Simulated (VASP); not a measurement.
# WS (Pm-3m) in VASP: notebook

The runs below take WS through single point, with PBE.

Everything below comes from runs of VASP 6.6.1. Logs are shortened: lines on timing, memory, paths and dates and some standing lists are left out, and cuts for length are marked.

**1. The cell of the first run**

The structure is cubic, space group Pm-3m (No. 221). Conventional cell: a = 3.007 Å, b = 3.007 Å, c = 3.007 Å, α = 90.00°, β = 90.00°, γ = 90.00°. Within 3.4 Å of W (site symmetry m-3m) lie 8 S at 2.60 Å and 6 W at 3.01 Å. Within 3.4 Å of S (site symmetry m-3m) lie 8 W at 2.60 Å and 6 S at 3.01 Å.

**2. Single point, PBE**

File INCAR:

```
SYSTEM = WS
ALGO     = Normal         ! electronic algorithm
EDIFF    = 1E-6           ! SCF threshold, eV
ENCUT    = 520            ! plane-wave cutoff, eV
GGA      = PE             ! functional
ISIF     = 2              ! what is computed and relaxed
ISMEAR   = 0              ! smearing method
LASPH    = .True.         ! aspherical terms in the spheres
LCHARG   = .False.        ! write CHGCAR
LREAL    = .False.        ! projectors in reciprocal space
LWAVE    = .False.        ! write WAVECAR
NBANDS   = 17             ! bands
NELM     = 80             ! most SCF steps
PREC     = Accurate       ! precision mode
SIGMA    = 0.1            ! smearing width, eV
```

File KPOINTS:

```
k-points
0
Gamma
  6 6 6
  0 0 0
```

File POSCAR:

```
WS
1.0
    3.0072119443      0.0000000000      0.0000000000
    0.0000000000      3.0072119443      0.0000000000
    0.0000000000      0.0000000000      3.0072119443
W S
1 1
Direct
    0.5000000000      0.5000000000      0.5000000000
    0.0000000000      0.0000000000      0.0000000000
```

Potentials or basis: VASP PAW PBE potentials, release 64 (W_sv, S).

Started as:

```
$ cat potpaw_PBE.64/W_sv/POTCAR potpaw_PBE.64/S/POTCAR > POTCAR
$ mpirun -np 1 vasp_std > vasp.out
```

OUTCAR:

```text
SYSTEM = WS
   EDIFF = 1E-6
   ENCUT = 520
   GGA = PE
   ISIF = 2
   ISMEAR = 0
   LASPH = .True.
   LREAL = .False.
   NELM = 80
   PREC = Accurate

 ion  position               nearest neighbor table
   1  0.500  0.500  0.500-   2 2.60   2 2.60   2 2.60   2 2.60   2 2.60   2 2.60   2 2.60   2 2.60

   2  0.000  0.000  0.000-   1 2.60   1 2.60   1 2.60   1 2.60   1 2.60   1 2.60   1 2.60   1 2.60

  LATTYP: Found a simple cubic cell.
 ALAT       =     3.0072119443

  Lattice vectors:

 A1 = (   3.0072119443,   0.0000000000,   0.0000000000)
 A2 = (   0.0000000000,   3.0072119443,   0.0000000000)
 A3 = (   0.0000000000,   0.0000000000,   3.0072119443)

Analysis of symmetry for initial positions (statically):
=====================================================================
 Subroutine PRICEL returns:
 Original cell was already a primitive cell.

 Routine SETGRP: Setting up the symmetry group for a
 simple cubic supercell.

 Subroutine GETGRP returns: Found 48 space group operations
 (whereof 48 operations were pure point group operations)
 out of a pool of 48 trial point group operations.

The static configuration has the point symmetry O_h .

Analysis of symmetry for dynamics (positions and initial velocities):
=====================================================================
 Subroutine PRICEL returns:
 Original cell was already a primitive cell.

 Routine SETGRP: Setting up the symmetry group for a
 simple cubic supercell.

 Subroutine GETGRP returns: Found 48 space group operations
 (whereof 48 operations were pure point group operations)
 out of a pool of 48 trial point group operations.

The dynamic configuration has the point symmetry O_h .

 Subroutine INISYM returns: Found 48 space group operations
 (whereof 48 operations are pure point group operations),
 and found     1 'primitive' translations

----------------------------------------------------------------------------------------

                                     Primitive cell

  volume of cell :      27.1952

  direct lattice vectors                    reciprocal lattice vectors
     3.007211944  0.000000000  0.000000000     0.332533928  0.000000000  0.000000000
     0.000000000  3.007211944  0.000000000     0.000000000  0.332533928  0.000000000
     0.000000000  0.000000000  3.007211944     0.000000000  0.000000000  0.332533928

  length of vectors
     3.007211944  3.007211944  3.007211944     0.332533928  0.332533928  0.332533928

  position of ions in fractional coordinates (direct lattice)
     0.500000000  0.500000000  0.500000000
     0.000000000  0.000000000  0.000000000

  ion indices of the primitive-cell ions
   primitive index   ion index
                 1           1
                 2           2

----------------------------------------------------------------------------------------

 KPOINTS: k-points

Automatic generation of k-mesh.
 Grid dimensions read from file:
 generate k-points for:    6    6    6

 Generating k-lattice:

  Cartesian coordinates                     Fractional coordinates (reciprocal lattice)
     0.055422321  0.000000000  0.000000000     0.166666667  0.000000000  0.000000000
     0.000000000  0.055422321  0.000000000     0.000000000  0.166666667  0.000000000
     0.000000000  0.000000000  0.055422321     0.000000000  0.000000000  0.166666667

  Length of vectors
     0.055422321  0.055422321  0.055422321

  Shift w.r.t. Gamma in fractional coordinates (k-lattice)
     0.000000000  0.000000000  0.000000000

 Subroutine IBZKPT returns following result:
 ===========================================

 Found     20 irreducible k-points:

 Following reciprocal coordinates:
            Coordinates               Weight
  0.000000  0.000000  0.000000      1.000000
  0.166667  0.000000  0.000000      6.000000
  0.333333  0.000000  0.000000      6.000000
  0.500000  0.000000  0.000000      3.000000
  0.166667  0.166667  0.000000     12.000000
  0.333333  0.166667  0.000000     24.000000
[... 12 lines left out ...]
  0.500000  0.500000  0.333333      6.000000
  0.500000  0.500000  0.500000      1.000000
   k-points           NKPTS =     20   k-points in BZ     NKDIM =     20   number of bands    NBANDS=     17
   number of dos      NEDOS =    301   number of ions     NIONS =      2
   total plane-waves  NPLWV =  13824
   dimension x,y,z NGX =    24 NGY =   24 NGZ =   24
   dimension x,y,z NGXF=    48 NGYF=   48 NGZF=   48
   ions per type =               1   1
   NGX,Y,Z   is equivalent  to a cutoff of  13.27, 13.27, 13.27 a.u.
   NGXF,Y,Z  is equivalent  to a cutoff of  26.54, 26.54, 26.54 a.u.
 SYSTEM =  WS
   PREC   = accura    normal or accurate (medium, high low for compatibility)
   ISTART =      0    job   : 0-new  1-cont  2-samecut
   ICHARG =      2    charge: 1-file 2-atom 10-const
   ISPIN  =      1    spin polarized calculation?
   LNONCOLLINEAR =      F non collinear calculations
   LSORBIT =      F    spin-orbit coupling
   LASPH  =      T    aspherical Exc in radial PAW
   ENCUT  =  520.0 eV  38.22 Ry    6.18 a.u.   5.59  5.59  5.59*2*pi/ulx,y,z
   NELM   =     80;   NELMIN=  2; NELMDL= -5     # of ELM steps
   EDIFF  = 0.1E-05   stopping-criterion for ELM
   LREAL  =      F    real-space projection
   EDIFFG = 0.1E-04   stopping-criterion for IOM
   NSW    =      0    number of steps for IOM
   IBRION =     -1    ionic relax: 0-MD 1-quasi-New 2-CG
   NFREE  =      0    steps in history (QN), initial steepest desc. (CG)
   ISIF   =      2    stress and relaxation
   ISYM   =      2    0-nonsym 1-usesym 2-fastsym
   POTIM  = 0.5000    time-step for ionic-motion
   TEBEG  =    0.0;   TEEND  =   0.0 temperature during run
   PSTRESS=    0.0 pullay stress
   NELECT =      20.0000    total number of electrons
   NUPDOWN=      -1.0000    fix difference up-down
   EMIN   =  10.00;   EMAX   =-10.00  energy-range for DOS
   EFERMI =   0.00;   METHOD = LEGACY
   ISMEAR =     0;   SIGMA  =   0.10  broadening in eV -4-tet -1-fermi 0-gaus
   EFERMI_NEDOS =   21; number of points for ismear=-14 and -15
   IALGO  =     38    algorithm
   IMIX   =      4    mixing-type and parameters
     AMIX     =   0.40;   BMIX     =  1.00
     AMIX_MAG =   1.60;   BMIX_MAG =  1.00
  volume/ion in A,a.u.               =      13.60        91.76
  Fermi-wavevector in a.u.,A,eV,Ry     =   1.477704  2.792456 29.709807  2.183609
  Thomas-Fermi vector in A             =   2.592075
   LORBIT       =      0    0 simple, 1 ext, 2 COOP (PROOUT), +10 PAW based schemes
   GGA     = PE    functional components
   LHFCALC =     F    Hartree Fock is set to
   AEXX    =    0.0000 exact exchange contribution
   IVDW    =     0    specifies the selected vdW correction
   LEPSILON=     F    determine dielectric tensor
   LRPA    =     F    only Hartree local field effects (RPA)
 non-spin polarized calculation
 Gauss-broadening in eV      SIGMA  =   0.10
  energy-cutoff  :      520.00
  volume of cell :       27.20
 maximum number of plane-waves:       756
 NGX is ok and might be reduce to    24
   NGX = 11   NGY = 11   NGZ = 11

 number of electron      19.9999996 magnetization

 Free energy of the ion-electron system (eV)
  ---------------------------------------------------
  ext. energy  EPLUGINS =         0.00000000
  ---------------------------------------------------
  free energy    TOTEN  =       -16.63662596 eV

  energy without entropy =      -16.63035712  energy(sigma->0) =      -16.63349154

 E-fermi :  12.7364     XC(G=0): -13.2597

 val. band max:       12.3268677221   @ k =   0.5000   0.3333   0.3333
 cond. band min:      12.7363807925   @ k =   0.3333   0.3333   0.1667
 fundamental gap:      0.4095130704
 Fermi energy:        12.7363806618

 k-point     1 :       0.0000    0.0000    0.0000
  band No.  band energies     occupation
      1     -61.7990      2.00000
      2     -25.8851      2.00000
      3     -25.8851      2.00000
      4     -25.8851      2.00000
      5      -4.9754      2.00000
      6       8.0787      2.00000
[... 9 lines left out ...]
     16      22.2386      0.00000
     17      29.5930      0.00000

 k-point     2 :       0.1667    0.0000    0.0000
  band No.  band energies     occupation
      1     -61.7943      2.00000
      2     -25.9917      2.00000
      3     -25.8755      2.00000
      4     -25.8755      2.00000
      5      -4.5398      2.00000
      6       6.4208      2.00000
[... 9 lines left out ...]
     16      23.2228      0.00000
     17      26.0395      0.00000

 k-point     3 :       0.3333    0.0000    0.0000
  band No.  band energies     occupation
      1     -61.7850      2.00000
      2     -26.1992      2.00000
      3     -25.8561      2.00000
      4     -25.8561      2.00000
      5      -3.4380      2.00000
      6       3.6770      2.00000
[... 9 lines left out ...]
     16      22.5553      0.00000
     17      22.5553      0.00000

 k-point     4 :       0.5000    0.0000    0.0000
  band No.  band energies     occupation
      1     -61.7804      2.00000
      2     -26.3004      2.00000
      3     -25.8464      2.00000
      4     -25.8464      2.00000
      5      -2.6288      2.00000
      6       2.2563      2.00000
[... 9 lines left out ...]
     16      20.7241      0.00000
     17      20.7241      0.00000

 k-point     5 :       0.1667    0.1667    0.0000
  band No.  band energies     occupation
      1     -61.7897      2.00000
      2     -25.9863      2.00000
      3     -25.9741      2.00000
      4     -25.8660      2.00000
      5      -4.1546      2.00000
      6       6.3390      2.00000
[... 9 lines left out ...]
     16      22.7750      0.00000
     17      23.9081      0.00000

 k-point     6 :       0.3333    0.1667    0.0000
  band No.  band energies     occupation
      1     -61.7805      2.00000
      2     -26.1846      2.00000
      3     -25.9570      2.00000
      4     -25.8469      2.00000
      5      -3.2123      2.00000
      6       4.0223      2.00000
[... 9 lines left out ...]
     16      21.7022      0.00000
     17      22.8715      0.00000

 k-point     7 :       0.5000    0.1667    0.0000
  band No.  band energies     occupation
      1     -61.7759      2.00000
      2     -26.2841      2.00000
      3     -25.9457      2.00000
      4     -25.8374      2.00000
      5      -2.5704      2.00000
      6       2.8295      2.00000
[... 9 lines left out ...]
     16      20.6710      0.00000
     17      22.6479      0.00000

 k-point     8 :       0.3333    0.3333    0.0000
  band No.  band energies     occupation
      1     -61.7714      2.00000
      2     -26.1606      2.00000
      3     -26.1488      2.00000
      4     -25.8285      2.00000
      5      -2.7249      2.00000
      6       4.5142      2.00000
[... 9 lines left out ...]
     16      24.6505      0.00000
     17      24.8364      0.00000
[... 123 lines left out ...]
      1     -61.7623      2.00000
      2     -26.2370      2.00000
      3     -26.1274      2.00000
      4     -25.9149      2.00000
      5      -2.1844      2.00000
      6       4.3621      2.00000
[... 9 lines left out ...]
     16      22.4646      0.00000
     17      23.6699      0.00000

 k-point    16 :       0.5000    0.5000    0.1667
  band No.  band energies     occupation
      1     -61.7578      2.00000
      2     -26.2212      2.00000
      3     -26.2212      2.00000
      4     -25.9047      2.00000
      5      -2.0446      2.00000
      6       5.0005      2.00000
[... 9 lines left out ...]
     16      22.2382      0.00000
     17      24.9132      0.00000

 k-point    17 :       0.3333    0.3333    0.3333
  band No.  band energies     occupation
      1     -61.7578      2.00000
      2     -26.1244      2.00000
      3     -26.1110      2.00000
      4     -26.1110      2.00000
      5      -1.8932      2.00000
      6       4.8216      2.00000
[... 9 lines left out ...]
     16      21.3277      0.00000
     17      26.1710      0.00000

 k-point    18 :       0.5000    0.3333    0.3333
  band No.  band energies     occupation
      1     -61.7533      2.00000
      2     -26.2084      2.00000
      3     -26.1063      2.00000
      4     -26.0983      2.00000
      5      -1.5261      2.00000
      6       4.2720      2.00000
[... 9 lines left out ...]
     16      20.1053      0.00000
     17      26.3478      0.00000

 k-point    19 :       0.5000    0.5000    0.3333
  band No.  band energies     occupation
      1     -61.7488      2.00000
      2     -26.1940      2.00000
      3     -26.1940      2.00000
      4     -26.0898      2.00000
      5      -1.0992      2.00000
      6       4.1518      2.00000
[... 9 lines left out ...]
     16      19.8466      0.00000
     17      24.8255      0.00000

 k-point    20 :       0.5000    0.5000    0.5000
  band No.  band energies     occupation
      1     -61.7444      2.00000
      2     -26.1804      2.00000
      3     -26.1804      2.00000
      4     -26.1804      2.00000
      5      -0.3444      2.00000
      6       3.7925      2.00000
[... 9 lines left out ...]
     16      18.3161      0.00000
     17      22.2737      0.00000

------------------------ aborting loop because EDIFF is reached ----------------------------------------

  FORCE on cell =-STRESS in cart. coord.  units (eV):
  Direction    XX          YY          ZZ          XY          YZ          ZX
  --------------------------------------------------------------------------------------
  -------------------------------------------------------------------------------------
  Total        0.0559451      0.0559451      0.0559451      0.0000000      0.0000000      0.0000000
  in kB        3.2959500      3.2959500      3.2959500      0.0000000      0.0000000      0.0000000
  external PRESSURE =       3.2959500 kB  Pullay stress =       0.0000000 kB

 VOLUME and BASIS-vectors are now :
 -----------------------------------------------------------------------------
  energy-cutoff  :      520.00
  volume of cell :       27.20
      direct lattice vectors                 reciprocal lattice vectors
     3.007211944  0.000000000  0.000000000     0.332533928  0.000000000  0.000000000
     0.000000000  3.007211944  0.000000000     0.000000000  0.332533928  0.000000000
     0.000000000  0.000000000  3.007211944     0.000000000  0.000000000  0.332533928

 POSITION                                       TOTAL-FORCE (eV/Angst)
 -----------------------------------------------------------------------------------
      1.50361      1.50361      1.50361         0.000000      0.000000      0.000000
      0.00000      0.00000      0.00000         0.000000      0.000000      0.000000
 -----------------------------------------------------------------------------------
    total drift:                                0.000000     -0.000000     -0.000000

  FREE ENERGIE OF THE ION-ELECTRON SYSTEM (eV)
  ---------------------------------------------------
  free  energy   TOTEN  =       -16.6366259551 eV

  energy  without entropy=      -16.6303571231  energy(sigma->0) =      -16.63349154
```

It took 16 s on 1 thread of AMD EPYC 7R13, shared host; peak memory 0.11 GiB.

Results:

```
Free energy            : -16.6366 eV
Pressure               : 0.3 GPa
Band gap on the k mesh : zero (band 10 reaches 15.14 eV, above the bottom of band 11 at 11.46 eV)
```

Caveat: spin-orbit coupling is left out, which moves the levels of the heavy elements.

**3. Single point, PBE**

This run uses another cell than the first one, of 20.44 Å³/atom, 1.503 times its volume.

File INCAR:

```
PREC = Accurate
ENCUT = 520
EDIFF = 1E-7
ISMEAR = 0
SIGMA = 0.1
LREAL = False
LASPH = True
NELM = 60
ALGO = Normal
ISIF = 2
LWAVE = False
LCHARG = True
GGA = PE
LELF = True
LVHAR = True
NBANDS = 17
```

File KPOINTS:

```
Automatic mesh
0
Gamma
  6 6 6
```

File POSCAR:

```
WS
1.0
    3.4448484800      0.0000000000      0.0000000000
    0.0000000000      3.4448484800      0.0000000000
    0.0000000000      0.0000000000      3.4448484800
W S
1 1
Direct
    0.5000000000      0.5000000000      0.5000000000
    0.0000000000      0.0000000000      0.0000000000
```

Potentials or basis: VASP PAW PBE potentials, release 64 (W_sv, S).

Started as:

```
$ cat potpaw_PBE.64/W_sv/POTCAR potpaw_PBE.64/S/POTCAR > POTCAR
$ mpirun -np 1 vasp_std > vasp.out
```

Run time: 34 s. Hardware: 1 thread of AMD EPYC 7R13, shared host; peak memory 0.13 GiB.

It converged, with:

- Free energy: -14.2871 eV
- Pressure: -36.5 GPa
- Band gap on the k mesh: zero (band 10 reaches 8.96 eV, above the bottom of band 11 at 6.13 eV)

Levels at points of the mesh, in eV from the Fermi level:
| k point | band 6 | band 7 | band 8 | band 9 | band 10 | band 11 | band 12 | band 13 | band 14 | band 15 |
| --- | --- | --- | --- | --- | --- | --- | --- | --- | --- | --- |
| (0.00, 0.00, 0.00) | -2.38 | -2.38 | -2.30 | -2.30 | -2.30 | -0.87 | 0.73 | 0.73 | 0.73 | 8.64 |
| (0.50, 0.00, 0.00) | -7.18 | -3.13 | -3.13 | -1.76 | 0.99 | 1.39 | 2.34 | 2.34 | 3.57 | 4.97 |
| (0.50, 0.50, 0.00) | -5.02 | -5.02 | -2.75 | -1.43 | -0.41 | -0.41 | -0.27 | 1.88 | 2.81 | 7.91 |
| (0.50, 0.50, 0.50) | -5.66 | -5.66 | -5.66 | 1.96 | 1.96 | 2.44 | 2.44 | 2.44 | 2.87 | 2.87 |

Caveat: spin-orbit coupling is left out, which moves the levels of the heavy elements.
